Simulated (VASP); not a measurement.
# HC12 in VASP: further runs, part 2 of 3

VASP 6.6.1.

### Step 3. Single point, PBE+D3(BJ), collinear spin

Input file INCAR:

```
PREC = Accurate
ENCUT = 520
EDIFF = 1E-6
ISMEAR = 0
SIGMA = 0.05
LREAL = False
LASPH = True
NELM = 150
ALGO = Normal
ISIF = 2
LWAVE = False
LCHARG = False
ISPIN = 2
MAGMOM = 0 0 0 0 0 0 0 0 0 0 0 0 1
LORBIT = 11
LDIPOL = True
IDIPOL = 3
DIPOL = 0.5 0.5 0.299
GGA = PE
IVDW = 12
NBANDS = 40
```

Input file KPOINTS:

```
regular mesh
0
Gamma
  6 7 1
```

Input file POSCAR:

```
HC12
1.0
    4.9311586502      0.0000000000      0.0000000000
    0.0000000000      4.0098697767      0.0000000000
    0.0000000000      0.0000000000     21.6014232414
C H
12 1
Direct
    0.2500000000      0.3776970832      0.1851729840
    0.7500000000      0.3776970832      0.1851729840
    0.0000000000      0.4720802753      0.2130426460
    0.5000000000      0.4720802753      0.2130426460
    0.0000000000      0.6609562027      0.2688143161
    0.5000000000      0.6609562027      0.2688143161
    0.2500000000      0.7503681903      0.2962457608
    0.7500000000      0.7503681903      0.2962457608
    0.2500000000      0.9412921293      0.3552728042
    0.7500000000      0.9412921293      0.3552728042
    0.0000000000      0.0234303656      0.3796705036
    0.5000000000      0.0234303656      0.3796705036
    0.0000000000      0.0234303656      0.4954036186
```

Potentials or basis: VASP PAW PBE potentials, release 64 (C, H).

Command:

```
$ cat potpaw_PBE.64/C/POTCAR potpaw_PBE.64/H/POTCAR > POTCAR
$ mpirun -np 1 vasp_std > vasp.out
```

OUTCAR:

```text
PREC = Accurate
   ENCUT = 520
   EDIFF = 1E-6
   ISMEAR = 0
   LREAL = False
   LASPH = True
   NELM = 150
   ISIF = 2
   ISPIN = 2
   LORBIT = 11
   GGA = PE
   IVDW = 12
 IVDW          = 12

 ion  position               nearest neighbor table
   1  0.250  0.378  0.185-   3 1.42   4 1.42
   2  0.750  0.378  0.185-   3 1.42   4 1.42
   3  0.000  0.472  0.213-   5 1.42   2 1.42   1 1.42
   4  0.500  0.472  0.213-   6 1.42   2 1.42   1 1.42
   5  0.000  0.661  0.269-   7 1.41   8 1.41   3 1.42
   6  0.500  0.661  0.269-   7 1.41   8 1.41   4 1.42
   7  0.250  0.750  0.296-   5 1.41   6 1.41   9 1.49
   8  0.750  0.750  0.296-   5 1.41   6 1.41  10 1.49
   9  0.250  0.941  0.355-  11 1.38  12 1.38   7 1.49
  10  0.750  0.941  0.355-  11 1.38  12 1.38   8 1.49
  11  0.000  0.023  0.380-   9 1.38  10 1.38
  12  0.500  0.023  0.380-   9 1.38  10 1.38
  13  0.000  0.023  0.495-

  LATTYP: Found a simple orthorhombic cell.
 ALAT       =     4.0098697767
 B/A-ratio  =     1.2297553100
 C/A-ratio  =     5.3870635318

  Lattice vectors:

 A1 = (   0.0000000000,  -4.0098697767,   0.0000000000)
 A2 = (   4.9311586502,   0.0000000000,   0.0000000000)
 A3 = (   0.0000000000,   0.0000000000,  21.6014232414)

Analysis of symmetry for initial positions (statically):
=====================================================================
 Subroutine PRICEL returns:
 Original cell was already a primitive cell.

 Routine SETGRP: Setting up the symmetry group for a
 simple orthorhombic supercell.

 Subroutine GETGRP returns: Found  2 space group operations
 (whereof  2 operations were pure point group operations)
 out of a pool of  8 trial point group operations.

The static configuration has the point symmetry C_1h.

Analysis of symmetry for dynamics (positions and initial velocities):
=====================================================================
 Subroutine PRICEL returns:
 Original cell was already a primitive cell.

 Routine SETGRP: Setting up the symmetry group for a
 simple orthorhombic supercell.

 Subroutine GETGRP returns: Found  2 space group operations
 (whereof  2 operations were pure point group operations)
 out of a pool of  8 trial point group operations.

The dynamic configuration has the point symmetry C_1h.

Analysis of structural, dynamic, and magnetic symmetry:
=====================================================================
 Subroutine PRICEL returns:
 Original cell was already a primitive cell.

 Routine SETGRP: Setting up the symmetry group for a
 simple orthorhombic supercell.

 Subroutine GETGRP returns: Found  2 space group operations
 (whereof  2 operations were pure point group operations)
 out of a pool of  8 trial point group operations.

The overall configuration has the point symmetry C_1h.

 Subroutine INISYM returns: Found  2 space group operations
 (whereof  2 operations are pure point group operations),
 and found     1 'primitive' translations

----------------------------------------------------------------------------------------
[... 136 lines left out ...]
   LRPA    =     F    only Hartree local field effects (RPA)
 spin polarized calculation
 Gauss-broadening in eV      SIGMA  =   0.05
  energy-cutoff  :      520.00
  volume of cell :      427.13
 maximum number of plane-waves:     11558
 NGX is ok and might be reduce to    40
   NGX = 19   NGY = 15   NGZ = 81

 dipolmoment           0.000000      0.000000     -0.004542 electrons x Angstroem

 number of electron      49.0000007 magnetization       2.4448367

 dipolmoment           0.000000      0.000000      0.026413 electrons x Angstroem

 Free energy of the ion-electron system (eV)
  ---------------------------------------------------
  ext. energy  EPLUGINS =         0.00000000
  ---------------------------------------------------
  free energy    TOTEN  =       -99.84271174 eV

  energy without entropy =      -99.83227842  energy(sigma->0) =      -99.83749508

 E-fermi :  -3.0077     XC(G=0):  -3.5300

 val. band max:       -3.0085022375   @ k =   0.3333   0.2857   0.0000
 cond. band min:      -3.0016589104   @ k =   0.5000   0.1429   0.0000
 fundamental gap:      0.0068433272
 Fermi energy:        -3.0076779857

 spin component 1

 k-point     1 :       0.0000    0.0000    0.0000
  band No.  band energies     occupation
      1     -21.8966      1.00000
      2     -20.2115      1.00000
      3     -17.8762      1.00000
      4     -17.7585      1.00000
      5     -17.5754      1.00000
      6     -16.0424      1.00000
[... 613 lines left out ...]
     35       4.5323      0.00000
     36       4.6958      0.00000
 Fermi energy:        -3.0076779857

 spin component 2

 k-point     1 :       0.0000    0.0000    0.0000
  band No.  band energies     occupation
      1     -21.8202      1.00000
      2     -20.0971      1.00000
      3     -17.7025      1.00000
      4     -17.6293      1.00000
      5     -17.5662      1.00000
      6     -16.0250      1.00000
[... 613 lines left out ...]
     35       4.8651      0.00000
     36       5.1435      0.00000
 [bands above 36 left out]

------------------------ aborting loop because EDIFF is reached ----------------------------------------

 vacuum level on the upper side and lower side of the slab       (xc-potential included)         0.121        -0.115

 Edisp (eV)   -1.32919

 E8    (eV) :    -0.3935

  FORCE on cell =-STRESS in cart. coord.  units (eV):
  Direction    XX          YY          ZZ          XY          YZ          ZX
  --------------------------------------------------------------------------------------
  -------------------------------------------------------------------------------------
  Total       0.07262    -0.62286    -2.47925     0.00000    -0.16515     0.00000
  in kB       0.27241    -2.33636    -9.29971     0.00000    -0.61950     0.00000
  external pressure =       -3.79 kB  Pullay stress =        0.00 kB

 VOLUME and BASIS-vectors are now :
 -----------------------------------------------------------------------------
  energy-cutoff  :      520.00
  volume of cell :      427.13
      direct lattice vectors                 reciprocal lattice vectors
     4.931158650  0.000000000  0.000000000     0.202792096  0.000000000  0.000000000
     0.000000000  4.009869777  0.000000000     0.000000000  0.249384657  0.000000000
     0.000000000  0.000000000 21.601423241     0.000000000  0.000000000  0.046293246

 POSITION                                       TOTAL-FORCE (eV/Angst)
 -----------------------------------------------------------------------------------
      1.23279      1.51452      4.00000        -0.043272      1.290123      2.052276
      3.69837      1.51452      4.00000         0.043272      1.290123      2.052276
      0.00000      1.89298      4.60202         0.000000     -1.853459     -3.067905
      2.46558      1.89298      4.60202         0.000000     -1.836295     -3.072898
      0.00000      2.65035      5.80677         0.000000      0.408742      0.874121
      2.46558      2.65035      5.80677         0.000000      0.479413      1.003966
      1.23279      3.00888      6.39933        -0.179044      0.304780      0.305387
      3.69837      3.00888      6.39933         0.179044      0.304780      0.305387
      1.23279      3.77446      7.67440         0.337353     -0.350668     -0.620914
      3.69837      3.77446      7.67440        -0.337353     -0.350668     -0.620914
      0.00000      0.09395      8.20142         0.000000     -0.197069      0.988216
      2.46558      0.09395      8.20142         0.000000      0.406731      0.722620
      0.00000      0.09395     10.70142         0.000000      0.103468     -0.921617
 -----------------------------------------------------------------------------------
    total drift:                                0.000000      0.000005     -0.000105

  FREE ENERGIE OF THE ION-ELECTRON SYSTEM (eV)
  ---------------------------------------------------
  free  energy   TOTEN  =      -101.1719009871 eV

  energy  without entropy=     -101.1614676677  energy(sigma->0) =     -101.16668433

 vacuum level on the upper side and lower side of the slab         2.586         2.344

 total charge

# of ion       s       p       d       tot
------------------------------------------
    1        0.867   1.571   0.000   2.438
    2        0.867   1.571   0.000   2.438
    3        0.865   1.763   0.000   2.628
    4        0.864   1.763   0.000   2.627
    5        0.870   1.789   0.000   2.659
    6        0.868   1.791   0.000   2.659
    7        0.865   1.742   0.000   2.607
    8        0.865   1.742   0.000   2.607
    9        0.868   1.787   0.000   2.654
   10        0.868   1.787   0.000   2.654
   11        0.904   1.588   0.000   2.492
   12        0.906   1.609   0.000   2.515
   13        0.358   0.000   0.000   0.359
--------------------------------------------------
tot         10.833  20.504   0.000  31.336

 magnetization (x)

# of ion       s       p       d       tot
------------------------------------------
    1        0.099   0.516   0.000   0.615
    2        0.099   0.516   0.000   0.615
    3        0.001  -0.018   0.000  -0.017
    4        0.002  -0.021   0.000  -0.019
    5        0.010   0.079   0.000   0.090
    6        0.010   0.067   0.000   0.077
    7       -0.007  -0.045   0.000  -0.053
    8       -0.007  -0.045   0.000  -0.053
    9       -0.001   0.019   0.000   0.018
   10       -0.001   0.019   0.000   0.018
   11       -0.046  -0.319   0.000  -0.365
   12        0.000  -0.012   0.000  -0.011
   13        0.322  -0.000   0.000   0.322
--------------------------------------------------
tot          0.479   0.756   0.000   1.235
```

Run time: 43 min. Hardware: 1 thread of Oxide Virtual Turin-like, shared host; peak memory 0.82 GiB.

Results:

```
Free energy                                           : -101.1719 eV
Largest force                                         : 3.584 eV/Å
Net moment                                            : 2.44 μB per cell
Site moments                                          : C +0.61, -0.02, +0.09, +0.08, -0.05, +0.02, -0.36, -0.01 (each value once); H +0.32 μB
Valence electrons inside the program's atomic spheres : C 2.44, 2.63, 2.66, 2.61, 2.65, 2.49, 2.52 (each value once); H 0.36
Dispersion energy per atom                            : -0.102 eV
```

Forces on the atoms (eV/Å):
```
C   -0.043  1.290  2.052
C    0.043  1.290  2.052
C    0.000 -1.853 -3.068
C    0.000 -1.836 -3.073
C    0.000  0.409  0.874
C    0.000  0.479  1.004
C   -0.179  0.305  0.305
C    0.179  0.305  0.305
C    0.337 -0.351 -0.621
C   -0.337 -0.351 -0.621
C    0.000 -0.197  0.988
C    0.000  0.407  0.723
H    0.000  0.103 -0.922
```

Levels at points of the mesh, in eV from the Fermi level:
Spin up:
```tsv
k point	band 24	band 25	band 26	band 27	band 28	band 29
(0.00, 0.00, 0.00)	-1.69	-0.18	-0.01	0.82	1.03	2.05
(0.50, 0.00, 0.00)	-1.98	-1.98	0.00	0.91	2.61	2.62
```
Spin down:
```csv
k point,band 19,band 20,band 21,band 22,band 23,band 24,band 25,band 26,band 27,band 28
"(0.00, 0.00, 0.00)",-3.39,-1.92,-1.73,-1.57,-0.25,0.49,0.58,0.71,1.51,2.06
"(0.50, 0.00, 0.00)",-3.79,-3.63,-2.10,-1.99,-1.37,-0.01,0.66,0.67,2.27,3.01
```

(Part 2 of 3 ends here.)
